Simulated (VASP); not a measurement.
AgB:

```xyz
2
Lattice="3.0060 0.0000 0.0000 0.0000 3.0060 0.0000 0.0000 0.0000 3.0060" Properties=species:S:1:pos:R:3 pbc="T T T"
Ag    0.0358    0.0047    0.0157
B     1.4716    1.5431    1.4599
```

Base run:

```yaml
Program: VASP 6.6.1
Functional: LDA
Potentials_or_basis: VASP PAW LDA potentials, release 64 (Ag, B)
Cutoff: 520 eV
k_mesh: 12 × 12 × 12
Occupations: methfessel-paxton, width 0.1 eV
Spin: no spin polarisation
Hubbard_terms: Ag d U = 5.0 eV
```

Its results: band gap on the k mesh zero (bands 7 and 8 overlap by 3.51 eV); pressure -18.7 GPa.

**Question.** The run is repeated on the same cell with these changes: k mesh from 12 × 12 × 12 to 8 × 8 × 8. What comes out?

**Answer.** Band gap on the k mesh zero (bands 7 and 8 overlap by 3.42 eV); pressure -17.7 GPa.

Caveats: the cell stands under tension; U without spin polarisation on a metal has little footing; the U is typed as a test and isn't derived for this compound.
